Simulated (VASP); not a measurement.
# CdTe (F-43m) in VASP: notebook, part 3 of 3

VASP 6.6.1.

## (5) Single point, PBE

This run uses another cell than the first one, of 32.92 Å³/atom, 0.947 times its volume.

INCAR

```
ALGO = Normal
EDIFF = 1E-6
ENCUT = 520
GGA = PE
ISIF = 2
ISMEAR = 0
LASPH = T
LCHARG = T
LELF = T
LREAL = F
LVHAR = T
LWAVE = F
NBANDS = 16
NELM = 80
PREC = Accurate
SIGMA = 0.05
```

KPOINTS

```
k-points
0
Gamma
  9 9 9
```

POSCAR

```
CdTe
1.0
    0.0000000000      3.2049986979      3.2049986979
    3.2049986979      0.0000000000      3.2049986979
    3.2049986979      3.2049986979      0.0000000000
Cd Te
1 1
Direct
    0.0000000000      0.0000000000      0.0000000000
    0.2500000000      0.2500000000      0.2500000000
```

Potentials or basis: VASP PAW PBE potentials, release 64 (Cd, Te).

On the command line:

```console
> cat potpaw_PBE.64/Cd/POTCAR potpaw_PBE.64/Te/POTCAR > POTCAR
> mpirun -np 1 vasp_std > vasp.out
```

OUTCAR:

```text
EDIFF = 1E-6
   ENCUT = 520
   GGA = PE
   ISIF = 2
   ISMEAR = 0
   LASPH = T
   LREAL = F
   NELM = 80
   PREC = Accurate

 ion  position               nearest neighbor table
   1  0.000  0.000  0.000-   2 2.78   2 2.78   2 2.78   2 2.78
   2  0.250  0.250  0.250-   1 2.78   1 2.78   1 2.78   1 2.78

  LATTYP: Found a face centered cubic cell.
 ALAT       =     6.4099973958

  Lattice vectors:

 A1 = (   0.0000000000,   3.2049986979,   3.2049986979)
 A2 = (   3.2049986979,   0.0000000000,   3.2049986979)
 A3 = (   3.2049986979,   3.2049986979,   0.0000000000)

Analysis of symmetry for initial positions (statically):
=====================================================================
 Subroutine PRICEL returns:
 Original cell was already a primitive cell.

 Routine SETGRP: Setting up the symmetry group for a
 face centered cubic supercell.

 Subroutine GETGRP returns: Found 24 space group operations
 (whereof 24 operations were pure point group operations)
 out of a pool of 48 trial point group operations.

The static configuration has the point symmetry T_d .

Analysis of symmetry for dynamics (positions and initial velocities):
=====================================================================
 Subroutine PRICEL returns:
 Original cell was already a primitive cell.

 Routine SETGRP: Setting up the symmetry group for a
 face centered cubic supercell.

 Subroutine GETGRP returns: Found 24 space group operations
 (whereof 24 operations were pure point group operations)
 out of a pool of 48 trial point group operations.

The dynamic configuration has the point symmetry T_d .

 Subroutine INISYM returns: Found 24 space group operations
 (whereof 24 operations are pure point group operations),
 and found     1 'primitive' translations

----------------------------------------------------------------------------------------

                                     Primitive cell

  volume of cell :      65.8436

[... 108 lines left out ...]
     AMIX_MAG =   1.60;   BMIX_MAG =  1.00
  volume/ion in A,a.u.               =      32.92       222.17
  Fermi-wavevector in a.u.,A,eV,Ry     =   1.062497  2.007829 15.359622  1.128900
  Thomas-Fermi vector in A             =   2.197950
   LORBIT       =      0    0 simple, 1 ext, 2 COOP (PROOUT), +10 PAW based schemes
   GGA     = PE    functional components
   LHFCALC =     F    Hartree Fock is set to
   AEXX    =    0.0000 exact exchange contribution
   IVDW    =     0    specifies the selected vdW correction
   LEPSILON=     F    determine dielectric tensor
   LRPA    =     F    only Hartree local field effects (RPA)
 non-spin polarized calculation
 Gauss-broadening in eV      SIGMA  =   0.05
  energy-cutoff  :      520.00
  volume of cell :       65.84
 maximum number of plane-waves:      1807
 NGX is ok and might be reduce to    36
   NGX = 17   NGY = 17   NGZ = 17

 number of electron      17.9999995 magnetization

 Free energy of the ion-electron system (eV)
  ---------------------------------------------------
  ext. energy  EPLUGINS =         0.00000000
  ---------------------------------------------------
  free energy    TOTEN  =        -4.72727341 eV

  energy without entropy =       -4.72727341  energy(sigma->0) =       -4.72727341

 E-fermi :   2.8766     XC(G=0):  -8.7327

 val. band max:        2.6535686399   @ k =   0.0000   0.0000   0.0000
 cond. band min:       3.5272724792   @ k =   0.0000   0.0000   0.0000
 fundamental gap:      0.8737038393
 Fermi energy:         2.8766240686

 k-point     1 :       0.0000    0.0000    0.0000
  band No.  band energies     occupation
      1      -8.7153      2.00000
      2      -5.7516      2.00000
      3      -5.7516      2.00000
      4      -5.7516      2.00000
      5      -5.4656      2.00000
      6      -5.4656      2.00000
[... 433 lines left out ...]
      3      -5.5769      2.00000
      4      -5.5769      2.00000
      5      -5.4332      2.00000
      6      -4.9868      2.00000
[... 8 lines left out ...]
     15      13.4355      0.00000
     16      14.6919      0.00000

 [... further k-points ...]

------------------------ aborting loop because EDIFF is reached ----------------------------------------

  FORCE on cell =-STRESS in cart. coord.  units (eV):
  Direction    XX          YY          ZZ          XY          YZ          ZX
  --------------------------------------------------------------------------------------
  -------------------------------------------------------------------------------------
  Total        1.8055100      1.8055100      1.8055100      0.0000000      0.0000000      0.0000000
  in kB       43.9336111     43.9336111     43.9336111      0.0000000      0.0000000      0.0000000
  external PRESSURE =      43.9336111 kB  Pullay stress =       0.0000000 kB

 VOLUME and BASIS-vectors are now :
 -----------------------------------------------------------------------------
  energy-cutoff  :      520.00
  volume of cell :       65.84
      direct lattice vectors                 reciprocal lattice vectors
     0.000000000  3.204998698  3.204998698    -0.156006304  0.156006304  0.156006304
     3.204998698  0.000000000  3.204998698     0.156006304 -0.156006304  0.156006304
     3.204998698  3.204998698  0.000000000     0.156006304  0.156006304 -0.156006304

 POSITION                                       TOTAL-FORCE (eV/Angst)
 -----------------------------------------------------------------------------------
      0.00000      0.00000      0.00000        -0.000000     -0.000000      0.000000
      1.60250      1.60250      1.60250         0.000000      0.000000     -0.000000
 -----------------------------------------------------------------------------------
    total drift:                               -0.000000     -0.000000     -0.000000

  FREE ENERGIE OF THE ION-ELECTRON SYSTEM (eV)
  ---------------------------------------------------
  free  energy   TOTEN  =        -4.7272734074 eV

  energy  without entropy=       -4.7272734074  energy(sigma->0) =       -4.72727341
```

OSZICAR:

```text
N       E                     dE             d eps       ncg     rms          rms(c)
DAV:   1     0.101947442633E+03    0.10195E+03   -0.83441E+03  1128   0.978E+02
DAV:   2    -0.143974850930E+01   -0.10339E+03   -0.98349E+02  1352   0.240E+02
DAV:   3    -0.492320990617E+01   -0.34835E+01   -0.34789E+01  1368   0.456E+01
DAV:   4    -0.495465840417E+01   -0.31448E-01   -0.31447E-01  1688   0.384E+00
DAV:   5    -0.495472294309E+01   -0.64539E-04   -0.64539E-04  1440   0.166E-01    0.603E+00
DAV:   6    -0.474183196788E+01    0.21289E+00   -0.36708E-01  1352   0.753E+00    0.486E+00
DAV:   7    -0.472606932142E+01    0.15763E-01   -0.11208E-01  1328   0.219E+00    0.180E+00
DAV:   8    -0.472688590723E+01   -0.81659E-03   -0.11453E-02  1248   0.124E+00    0.493E-01
DAV:   9    -0.472718115243E+01   -0.29525E-03   -0.95036E-04  1408   0.335E-01    0.121E-01
DAV:  10    -0.472723812175E+01   -0.56969E-04   -0.11311E-04  1432   0.101E-01    0.564E-02
DAV:  11    -0.472727438547E+01   -0.36264E-04   -0.70596E-05  1336   0.589E-02    0.335E-02
DAV:  12    -0.472727340740E+01    0.97807E-06   -0.28990E-06  1288   0.159E-02
   1 F= -.47272734E+01 E0= -.47272734E+01  d E =-.264043E-12
```

stdout:

```text
POSCAR found type information on POSCAR CdTe
 POSCAR found :  2 types and       2 ions
 scaLAPACK will be used
 LDA part: xc-table for (Slater+PW92), standard interpolation
 POSCAR, INCAR and KPOINTS ok, starting setup
 FFT: planning ... GRIDC
 FFT: planning ... GRID_SOFT
 FFT: planning ... GRID
 WAVECAR not read
 entering main loop
```

Wall time 31 s (1 thread of Intel Xeon 6975P-C, shared host); peak memory 0.22 GiB.

What came out:

* Free energy: -4.7273 eV
* Pressure: 4.4 GPa
* Band gap on the k mesh: 0.87 eV, direct

Levels at points of the mesh, in eV from the valence-band top:
```csv
k point,band 7,band 8,band 9,band 10,band 11,band 12
"(0.00, 0.00, 0.00)",0.00,0.00,0.00,0.87,4.58,4.58
```

Caveat: spin-orbit coupling is left out, which moves the levels of the heavy elements. A hybrid or GW would open this gap; PBE tends to underestimate it.

## (6) The runs side by side

| level | cell | k mesh | gap on the mesh (eV) | pressure (GPa) |
| --- | --- | --- | --- | --- |
| r2SCAN+D3(BJ) | a = 4.615 Å, angles 60.0°, 2 atoms | 6 × 6 × 6 | 1.20 | 0.0 |
| r2SCAN+D3(BJ) | a = 4.646 Å, angles 60.0°, 2 atoms | 6 × 6 × 6 | 1.14 | -0.9 |
| r2SCAN+D3(BJ) | a = 4.676 Å, angles 60.0°, 2 atoms | 6 × 6 × 6 | 1.08 | -1.6 |
| PBE | a = 4.533 Å, angles 60.0°, 2 atoms | 9 × 9 × 9 | 0.87 | 4.4 |

Alike in all rows: task single point; potentials or basis VASP PAW PBE potentials, release 64 (Cd, Te); no spin polarisation; cutoff (eV) 520; smearing gaussian 0.05 eV.

Caveats: spin-orbit coupling is left out, which moves the levels of the heavy elements; three body term missing (some runs); the PAW data sets were made with another functional, which shifts forces and pressure a little (some runs).

Total energies depend on the potentials used, so only differences within one code and one set of settings carry meaning.
